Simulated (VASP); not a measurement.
# NaF in VASP: a series of runs

NaF is run at these levels: LDA; tasks: single point.

Everything below comes from runs of VASP 6.6.1. Logs are shortened: lines on timing, memory, paths and dates and some standing lists are left out, and cuts for length are marked.

## (1) The cell of the first run

The structure is trigonal, space group R-3m (No. 166). Conventional cell: a = 3.253 Å, b = 3.253 Å, c = 8.209 Å, α = 90.00°, β = 90.00°, γ = 120.00°. Na (site symmetry -3m) has 6 F at 2.32 Å within 3.1 Å. Within 3.1 Å of F (site symmetry -3m) lie 6 Na at 2.32 Å.

## (2) Single point, LDA (equal xy, yz and zx shear strains of +2 %)

Input file INCAR:

```
PREC = Accurate
ENCUT = 520
EDIFF = 1E-6
ISMEAR = -1
SIGMA = 0.02
LREAL = False
LASPH = True
NELM = 60
ALGO = Normal
ISIF = 2
LWAVE = False
LCHARG = False
NBANDS = 14
```

Input file KPOINTS:

```
Automatic mesh
0
Gamma
  10 10 10
```

Input file POSCAR:

```
NaF
1.0
    0.0464660000      2.3465330000      2.3465330000
    2.3465330000      0.0464660000      2.3465330000
    2.3465330000      2.3465330000      0.0464660000
Na F
1 1
Direct
    0.0000000000      0.0000000000      0.0000000000
    0.5000000000      0.5000000000      0.5000000000
```

Potentials or basis: VASP PAW LDA potentials, release 64 (Na_pv, F).

Run with:

```bash
cat potpaw_LDA.64/Na_pv/POTCAR potpaw_LDA.64/F/POTCAR > POTCAR
mpirun -np 1 vasp_std > vasp.out
```

OUTCAR:

```text
PREC = Accurate
   ENCUT = 520
   EDIFF = 1E-6
   ISMEAR = -1
   LREAL = False
   LASPH = True
   NELM = 60
   ISIF = 2

 ion  position               nearest neighbor table
   1  0.000  0.000  0.000-   2 2.32   2 2.32   2 2.32   2 2.32   2 2.32   2 2.32
   2  0.500  0.500  0.500-   1 2.32   1 2.32   1 2.32   1 2.32   1 2.32   1 2.32

  LATTYP: Found a trigonal (rhomboedric) cell.
 ALAT       =     3.3188240883
 COS(alpha) =     0.5197000882

  Lattice vectors:

 A1 = (   0.0464660000,   2.3465330000,   2.3465330000)
 A2 = (   2.3465330000,   0.0464660000,   2.3465330000)
 A3 = (   2.3465330000,   2.3465330000,   0.0464660000)

Analysis of symmetry for initial positions (statically):
=====================================================================
 Subroutine PRICEL returns:
 Original cell was already a primitive cell.

 Routine SETGRP: Setting up the symmetry group for a
 trigonal (rhombohedral) supercell.

 Subroutine GETGRP returns: Found 12 space group operations
 (whereof 12 operations were pure point group operations)
 out of a pool of 12 trial point group operations.

The static configuration has the point symmetry D_3d.

Analysis of symmetry for dynamics (positions and initial velocities):
=====================================================================
 Subroutine PRICEL returns:
 Original cell was already a primitive cell.

 Routine SETGRP: Setting up the symmetry group for a
 trigonal (rhombohedral) supercell.

 Subroutine GETGRP returns: Found 12 space group operations
 (whereof 12 operations were pure point group operations)
 out of a pool of 12 trial point group operations.

The dynamic configuration has the point symmetry D_3d.

 Subroutine INISYM returns: Found 12 space group operations
 (whereof 12 operations are pure point group operations),
 and found     1 'primitive' translations

----------------------------------------------------------------------------------------

                                     Primitive cell

  volume of cell :      25.0736

  direct lattice vectors                    reciprocal lattice vectors
     0.046466000  2.346533000  2.346533000    -0.219516197  0.215253747  0.215253747
     2.346533000  0.046466000  2.346533000     0.215253747 -0.219516197  0.215253747
     2.346533000  2.346533000  0.046466000     0.215253747  0.215253747 -0.219516197

  length of vectors
     3.318824088  3.318824088  3.318824088     0.375307489  0.375307489  0.375307489

  position of ions in fractional coordinates (direct lattice)
     0.000000000  0.000000000  0.000000000
     0.500000000  0.500000000  0.500000000

  ion indices of the primitive-cell ions
   primitive index   ion index
                 1           1
                 2           2

----------------------------------------------------------------------------------------

 KPOINTS: Automatic mesh

Automatic generation of k-mesh.
 Grid dimensions read from file:
 generate k-points for:   10   10   10

 Generating k-lattice:

  Cartesian coordinates                     Fractional coordinates (reciprocal lattice)
    -0.021951620  0.021525375  0.021525375     0.100000000 -0.000000000 -0.000000000
     0.021525375 -0.021951620  0.021525375    -0.000000000  0.100000000 -0.000000000
     0.021525375  0.021525375 -0.021951620    -0.000000000 -0.000000000  0.100000000

  Length of vectors
     0.037530749  0.037530749  0.037530749

  Shift w.r.t. Gamma in fractional coordinates (k-lattice)
     0.000000000  0.000000000  0.000000000

 Subroutine IBZKPT returns following result:
 ===========================================

 Found    116 irreducible k-points:

 Following reciprocal coordinates:
            Coordinates               Weight
  0.000000  0.000000  0.000000      1.000000
  0.100000 -0.000000 -0.000000      6.000000
  0.200000 -0.000000 -0.000000      6.000000
  0.300000  0.000000  0.000000      6.000000
  0.400000  0.000000  0.000000      6.000000
  0.500000  0.000000  0.000000      3.000000
[... 16 lines left out ...]
  0.300000  0.300000  0.000000      6.000000
  0.400000  0.300000 -0.000000     12.000000
 [... further k-points ...]
   k-points           NKPTS =    116   k-points in BZ     NKDIM =    116   number of bands    NBANDS=     14
   number of dos      NEDOS =    301   number of ions     NIONS =      2
   total plane-waves  NPLWV =  21952
   dimension x,y,z NGX =    28 NGY =   28 NGZ =   28
   dimension x,y,z NGXF=    56 NGYF=   56 NGZF=   56
   ions per type =               1   1
   NGX,Y,Z   is equivalent  to a cutoff of  14.03, 14.03, 14.03 a.u.
   NGXF,Y,Z  is equivalent  to a cutoff of  28.05, 28.05, 28.05 a.u.
 SYSTEM =  unknown system
   PREC   = accura    normal or accurate (medium, high low for compatibility)
   ISTART =      0    job   : 0-new  1-cont  2-samecut
   ICHARG =      2    charge: 1-file 2-atom 10-const
   ISPIN  =      1    spin polarized calculation?
   LNONCOLLINEAR =      F non collinear calculations
   LSORBIT =      F    spin-orbit coupling
   LASPH  =      T    aspherical Exc in radial PAW
   ENCUT  =  520.0 eV  38.22 Ry    6.18 a.u.   6.17  6.17  6.17*2*pi/ulx,y,z
   NELM   =     60;   NELMIN=  2; NELMDL= -5     # of ELM steps
   EDIFF  = 0.1E-05   stopping-criterion for ELM
   LREAL  =      F    real-space projection
   EDIFFG = 0.1E-04   stopping-criterion for IOM
   NSW    =      0    number of steps for IOM
   IBRION =     -1    ionic relax: 0-MD 1-quasi-New 2-CG
   NFREE  =      0    steps in history (QN), initial steepest desc. (CG)
   ISIF   =      2    stress and relaxation
   ISYM   =      2    0-nonsym 1-usesym 2-fastsym
   POTIM  = 0.5000    time-step for ionic-motion
   TEBEG  =    0.0;   TEEND  =   0.0 temperature during run
   PSTRESS=    0.0 pullay stress
   NELECT =      14.0000    total number of electrons
   NUPDOWN=      -1.0000    fix difference up-down
   EMIN   =  10.00;   EMAX   =-10.00  energy-range for DOS
   EFERMI =   0.00;   METHOD = LEGACY
   ISMEAR =    -1;   SIGMA  =   0.02  broadening in eV -4-tet -1-fermi 0-gaus
   EFERMI_NEDOS =   21; number of points for ismear=-14 and -15
   IALGO  =     38    algorithm
   IMIX   =      4    mixing-type and parameters
     AMIX     =   0.40;   BMIX     =  1.00
     AMIX_MAG =   1.60;   BMIX_MAG =  1.00
  volume/ion in A,a.u.               =      12.54        84.60
  Fermi-wavevector in a.u.,A,eV,Ry     =   1.348069  2.547480 24.725722  1.817289
  Thomas-Fermi vector in A             =   2.475768
   LORBIT       =      0    0 simple, 1 ext, 2 COOP (PROOUT), +10 PAW based schemes
   GGA     = CA    functional components
   LHFCALC =     F    Hartree Fock is set to
   AEXX    =    0.0000 exact exchange contribution
   IVDW    =     0    specifies the selected vdW correction
   LEPSILON=     F    determine dielectric tensor
   LRPA    =     F    only Hartree local field effects (RPA)
 non-spin polarized calculation
  energy-cutoff  :      520.00
  volume of cell :       25.07
 maximum number of plane-waves:       687
 NGX is ok and might be reduce to    28
   NGX = 13   NGY = 13   NGZ = 13

 number of electron      13.9999999 magnetization

 Free energy of the ion-electron system (eV)
  ---------------------------------------------------
  ext. energy  EPLUGINS =         0.00000000
  ---------------------------------------------------
  free energy    TOTEN  =        -9.29726599 eV

  energy without entropy =       -9.29726599  energy(sigma->0) =       -9.29726599

 E-fermi :  -2.0987     XC(G=0):  -9.9050

 val. band max:       -2.5139247119   @ k =   0.0000   0.0000   0.0000
 cond. band min:       3.3665460896   @ k =   0.0000   0.0000   0.0000
 fundamental gap:      5.8804708015
 Fermi energy:        -2.0986796024

 k-point     1 :       0.0000    0.0000    0.0000
  band No.  band energies     occupation
      1     -21.3335      2.00000
      2     -21.3335      2.00000
      3     -21.3303      2.00000
      4     -21.2902      2.00000
      5      -2.5988      2.00000
      6      -2.5139      2.00000
      7      -2.5139      2.00000
      8       3.3665      0.00000
      9      15.4667      0.00000
     10      16.1816      0.00000
     11      16.1816      0.00000
     12      18.7104      0.00000
     13      20.9603      0.00000
     14      20.9603      0.00000

 k-point     2 :       0.1000   -0.0000   -0.0000
  band No.  band energies     occupation
      1     -21.5645      2.00000
      2     -21.3350      2.00000
      3     -21.3317      2.00000
      4     -21.0443      2.00000
      5      -2.7364      2.00000
      6      -2.6114      2.00000
      7      -2.5409      2.00000
      8       3.7329      0.00000
      9      14.7281      0.00000
     10      15.7329      0.00000
     11      16.3302      0.00000
     12      20.1279      0.00000
     13      20.4920      0.00000
     14      20.5724      0.00000

 k-point     3 :       0.2000   -0.0000   -0.0000
  band No.  band energies     occupation
      1     -21.7801      2.00000
      2     -21.3390      2.00000
      3     -21.3345      2.00000
      4     -20.7907      2.00000
      5      -3.2083      2.00000
      6      -2.6818      2.00000
      7      -2.6108      2.00000
      8       4.6649      0.00000
      9      12.9686      0.00000
     10      16.1119      0.00000
     11      16.6903      0.00000
     12      19.7225      0.00000
     13      19.9969      0.00000
     14      21.2404      0.00000
[... 324 lines left out ...]
 k-point    23 :       0.3000    0.3000    0.0000
  band No.  band energies     occupation
      1     -21.7449      2.00000
      2     -21.3685      2.00000
      3     -21.3683      2.00000
      4     -20.7622      2.00000
      5      -3.6461      2.00000
      6      -2.8633      2.00000
      7      -2.7869      2.00000
      8       6.6223      0.00000
      9      11.3572      0.00000
     10      14.8125      0.00000
     11      16.2141      0.00000
     12      16.6817      0.00000
     13      22.5638      0.00000
     14      23.1983      0.00000

 k-point    24 :       0.4000    0.3000   -0.0000
  band No.  band energies     occupation
      1     -21.7271      2.00000
      2     -21.3835      2.00000
      3     -21.3728      2.00000
      4     -20.7611      2.00000
      5      -3.7570      2.00000
      6      -2.9200      2.00000
      7      -2.9010      2.00000
      8       7.6115      0.00000
      9      10.8327      0.00000
     10      13.6888      0.00000
     11      16.3293      0.00000
     12      16.7471      0.00000
     13      22.3680      0.00000
     14      23.5266      0.00000

 [... further k-points ...]

------------------------ aborting loop because EDIFF is reached ----------------------------------------

  FORCE on cell =-STRESS in cart. coord.  units (eV):
  Direction    XX          YY          ZZ          XY          YZ          ZX
  --------------------------------------------------------------------------------------
  -------------------------------------------------------------------------------------
  Total       -0.7411288     -0.7411288     -0.7411288     -0.0936883     -0.0936883     -0.0936883
  in kB      -47.3573985    -47.3573985    -47.3573985     -5.9865929     -5.9865929     -5.9865929
  external PRESSURE =     -47.3573985 kB  Pullay stress =       0.0000000 kB

 VOLUME and BASIS-vectors are now :
 -----------------------------------------------------------------------------
  energy-cutoff  :      520.00
  volume of cell :       25.07
      direct lattice vectors                 reciprocal lattice vectors
     0.046466000  2.346533000  2.346533000    -0.219516197  0.215253747  0.215253747
     2.346533000  0.046466000  2.346533000     0.215253747 -0.219516197  0.215253747
     2.346533000  2.346533000  0.046466000     0.215253747  0.215253747 -0.219516197

 POSITION                                       TOTAL-FORCE (eV/Angst)
 -----------------------------------------------------------------------------------
      0.00000      0.00000      0.00000        -0.000000      0.000000     -0.000000
      2.36977      2.36977      2.36977         0.000000     -0.000000      0.000000
 -----------------------------------------------------------------------------------
    total drift:                                0.000000      0.000000      0.000000

  FREE ENERGIE OF THE ION-ELECTRON SYSTEM (eV)
  ---------------------------------------------------
  free  energy   TOTEN  =        -9.2972659926 eV

  energy  without entropy=       -9.2972659926  energy(sigma->0) =       -9.29726599
```

It took 78 s on 1 thread of AMD EPYC 7R13, shared host; peak memory 0.13 GiB.

Results:

```yaml
Free_energy: -9.2973 eV
Pressure: -4.7 GPa
Band_gap_on_the_k_mesh: 5.88 eV, direct
```

Caveat: the cell differs from its parent crystal (equal xy, yz and zx shear strains of +2 %).

## (3) Single point, LDA (zz strain of -2 %)

Input file INCAR:

```
PREC = Accurate
ENCUT = 520
EDIFF = 1E-7
ISMEAR = -1
SIGMA = 0.02
LREAL = F
LASPH = T
NELM = 80
ALGO = Normal
ISIF = 2
LWAVE = F
LCHARG = T
LELF = T
LVHAR = T
NBANDS = 14
```

Input file KPOINTS:

```
regular mesh
0
Gamma
  10 10 10
```

Input file POSCAR:

```
NaF
1.0
    0.0000000000      2.3233000000      2.2768340000
    2.3233000000      0.0000000000      2.2768340000
    2.3233000000      2.3233000000      0.0000000000
Na F
1 1
Direct
    0.0000000000      0.0000000000      0.0000000000
    0.5000000000      0.5000000000      0.5000000000
```

Potentials or basis: VASP PAW LDA potentials, release 64 (Na_pv, F).

Run with:

```bash
cat potpaw_LDA.64/Na_pv/POTCAR potpaw_LDA.64/F/POTCAR > POTCAR
mpirun -np 1 vasp_std > vasp.out
```

It took 13 s on 1 thread of Intel Xeon Platinum 8488C (Sapphire Rapids), shared host; peak memory 0.13 GiB.

It converged, with:

```
Free energy            : -9.3109 eV
Pressure               : -3.8 GPa
Band gap on the k mesh : 6.02 eV, direct
```

Stress tensor (GPa, compression positive):
```
-4.34  0.00  0.00
 0.00 -4.34  0.00
 0.00  0.00 -2.80
```

Levels at points of the mesh, in eV from the valence-band top:
| k point | band 4 | band 5 | band 6 | band 7 | band 8 | band 9 | band 10 | band 11 |
| --- | --- | --- | --- | --- | --- | --- | --- | --- |
| (0.00, 0.00, 0.00) | -18.72 | 0.00 | 0.00 | 0.00 | 6.02 | 18.57 | 18.57 | 18.72 |
| (0.50, 0.00, 0.00) | -17.79 | -1.69 | -0.28 | -0.26 | 10.45 | 12.19 | 19.60 | 19.99 |
| (0.50, 0.50, 0.00) | -18.49 | -1.32 | -0.45 | -0.45 | 12.75 | 13.03 | 13.41 | 19.31 |
| (0.50, 0.00, 0.50) | -18.50 | -1.36 | -0.43 | -0.40 | 12.76 | 12.95 | 13.33 | 19.46 |

Caveat: the cell differs from its parent crystal (zz strain of -2 %). A k mesh can miss the band edges.

## (4) Single point, LDA (zz strain of -1 %)

Input file INCAR:

```
ALGO = Normal
EDIFF = 1E-6
ENCUT = 520
GGA = CA
ISIF = 2
ISMEAR = -1
LASPH = True
LCHARG = False
LREAL = False
LWAVE = False
NBANDS = 14
NELM = 60
PREC = Accurate
SIGMA = 0.02
```

Input file KPOINTS:

```
k-points
0
Gamma
  10 10 10
```

Input file POSCAR:

```
NaF
1.0
    0.0000000000      2.3233000000      2.3000670000
    2.3233000000      0.0000000000      2.3000670000
    2.3233000000      2.3233000000      0.0000000000
Na F
1 1
Direct
    0.0000000000      0.0000000000      0.0000000000
    0.5000000000      0.5000000000      0.5000000000
```

Run with:

```bash
cat potpaw_LDA.64/Na_pv/POTCAR potpaw_LDA.64/F/POTCAR > POTCAR
mpirun -np 1 vasp_std > vasp.out
```

Wall time 11 s (1 thread of Intel Xeon Platinum 8488C (Sapphire Rapids), shared host); peak memory 0.14 GiB.

Results (log left out):

```yaml
Free_energy: -9.3061 eV
Pressure: -4.3 GPa
Band_gap_on_the_k_mesh: 5.96 eV, direct
```

Stress tensor (GPa, compression positive):
```
-4.56  0.00  0.00
 0.00 -4.56  0.00
 0.00  0.00 -3.86
```

Levels at points of the mesh, in eV from the valence-band top:
| k point | band 5 | band 6 | band 7 | band 8 | band 9 | band 10 |
| --- | --- | --- | --- | --- | --- | --- |
| (0.00, 0.00, 0.00) | 0.00 | 0.00 | 0.00 | 5.96 | 18.52 | 18.52 |
| (0.50, 0.00, 0.00) | -1.67 | -0.27 | -0.26 | 10.39 | 12.11 | 19.59 |
| (0.50, 0.50, 0.00) | -1.32 | -0.43 | -0.43 | 12.78 | 12.85 | 13.29 |
| (0.50, 0.00, 0.50) | -1.34 | -0.42 | -0.41 | 12.72 | 12.88 | 13.25 |

Caveat: the cell differs from its parent crystal (zz strain of -1 %). A k mesh can miss the band edges.

## (5) Single point, LDA (zz strain of +1 %)

Input file INCAR:

```
ALGO = Normal ; EDIFF = 1E-7
ENCUT = 520 ; GGA = CA
ISIF = 2 ; ISMEAR = -1
LASPH = True ; LCHARG = True
LELF = True ; LREAL = False
LVHAR = True ; LWAVE = False
NBANDS = 14 ; NELM = 60
PREC = Accurate ; SIGMA = 0.02
```

KPOINTS is that of step 4.

Input file POSCAR:

```
NaF
1.0
    0.0000000000      2.3233000000      2.3465330000
    2.3233000000      0.0000000000      2.3465330000
    2.3233000000      2.3233000000      0.0000000000
Na F
1 1
Direct
    0.0000000000      0.0000000000      0.0000000000
    0.5000000000      0.5000000000      0.5000000000
```

Run with:

```bash
cat potpaw_LDA.64/Na_pv/POTCAR potpaw_LDA.64/F/POTCAR > POTCAR
mpirun -np 1 vasp_std > vasp.out
```

It took 22 s on 1 thread of Intel Xeon Platinum 8488C (Sapphire Rapids), shared host; peak memory 0.15 GiB.

Results (log left out):

```yaml
Free_energy: -9.2922 eV
Pressure: -5.1 GPa
Band_gap_on_the_k_mesh: 5.86 eV, direct
```

Stress tensor (GPa, compression positive):
```
-4.88  0.00  0.00
 0.00 -4.88  0.00
 0.00  0.00 -5.46
```

Levels at points of the mesh, in eV from the valence-band top:
```tsv
k point	band 5	band 6	band 7	band 8	band 9	band 10
(0.00, 0.00, 0.00)	0.00	0.00	0.00	5.86	18.36	18.43
(0.50, 0.00, 0.00)	-1.62	-0.26	-0.25	10.27	11.94	19.38
(0.50, 0.50, 0.00)	-1.31	-0.40	-0.40	12.51	12.84	13.04
(0.50, 0.00, 0.50)	-1.30	-0.43	-0.41	12.65	12.75	13.08
```

Caveat: the cell differs from its parent crystal (zz strain of +1 %). A k mesh can miss the band edges.

## (6) The runs side by side

| cell | gap on the mesh (eV) | pressure (GPa) |
| --- | --- | --- |
| a = 3.319 Å, angles 58.7°, 2 atoms | 5.88 | -4.7 |
| a = 3.253, b = 3.253, c = 3.286 Å, angles 59.7, 59.7, 60.7°, 2 atoms | 6.02 | -3.8 |
| a = 3.269, b = 3.269, c = 3.286 Å, angles 59.8, 59.8, 60.3°, 2 atoms | 5.96 | -4.3 |
| a = 3.302, b = 3.302, c = 3.286 Å, angles 60.2, 60.2, 59.7°, 2 atoms | 5.86 | -5.1 |

Alike in all rows: task single point; level LDA; potentials or basis VASP PAW LDA potentials, release 64 (Na_pv, F); no spin polarisation; k mesh 10 × 10 × 10; cutoff (eV) 520; smearing fermi-dirac 0.02 eV.

Total energies depend on the potentials used, so only differences within one code and one set of settings carry meaning.
